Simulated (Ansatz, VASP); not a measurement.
Two plane-wave programs on Hf

```
Hf
1.0
     0.00000    2.39760    2.04240
     2.39760    0.00000    2.04240
     2.39760    2.39760    0.00000
Hf
1
Cartesian
  0.0000 0.0000 0.0000
```

Change from the starting cell: strain +0.080 along x and y, -0.080 along z, atoms carried along.

Alike in both runs: task single point; functional PBE; k mesh 18 × 18 × 18; occupations gaussian, width 0.15 eV; no spin polarisation.

|  | VASP | Ansatz |
| --- | --- | --- |
| version | VASP 6.6.1 | Ansatz 0.2.0 |
| potentials or method | VASP PAW PBE potentials, release 64 (Hf_pv), cutoff 520 eV | scalar-relativistic, plane waves, PAW |
| valence electrons in the cell | 10 | 26 |

```csv
,VASP,Ansatz,Ansatz less VASP
gap on the k mesh at the Fermi level (eV),none,none,-
pressure (GPa),-4.4,-4.0,+0.41
"traceless stress, the component that is largest in VASP (GPa)",3.52,3.48,-0.038
```

A gap of «none» marks a metal or a gap that the smearing closes. With one functional, cell and mesh, what is left measures potentials, basis and numerics. VASP's potentials hold 10 valence electrons a cell and Ansatz's 26, so a difference there can come from the potentials and not from the codes.

Neither program's run includes spin-orbit coupling.
